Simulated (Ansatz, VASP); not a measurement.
## Two plane-wave programs on In

```xyz
1
Lattice="-1.6020 1.6282 2.4756 1.6282 -1.6020 2.4756 1.5261 1.5261 -2.4583" Properties=species:S:1:pos:R:3 pbc="T T T"
In    0.0000    0.0000    0.0000
```

Alike in both runs: task single point; functional LDA; k mesh 12 × 12 × 14; occupations fermi-dirac, width 0.6 eV; no spin polarisation.

```csv
,VASP,Ansatz
version,VASP 6.6.1,Ansatz 0.2.0
potentials or method,"VASP PAW LDA potentials, release 64 (In_d), cutoff 520 eV","plane waves (420 eV) with PAW, scalar-relativistic"
valence electrons in the cell,13,13
```

```tsv
	VASP	Ansatz	Ansatz less VASP
pressure (GPa)	1.4	1.3	-0.02
traceless stress, the component that is largest in VASP (GPa)	-0.16	-0.16	+0.007
```

Ansatz warns that its potentials were made for another functional, while VASP's fit it. LDA's correlation is that of Perdew and Zunger in VASP and of Perdew and Wang (1992) in Ansatz.
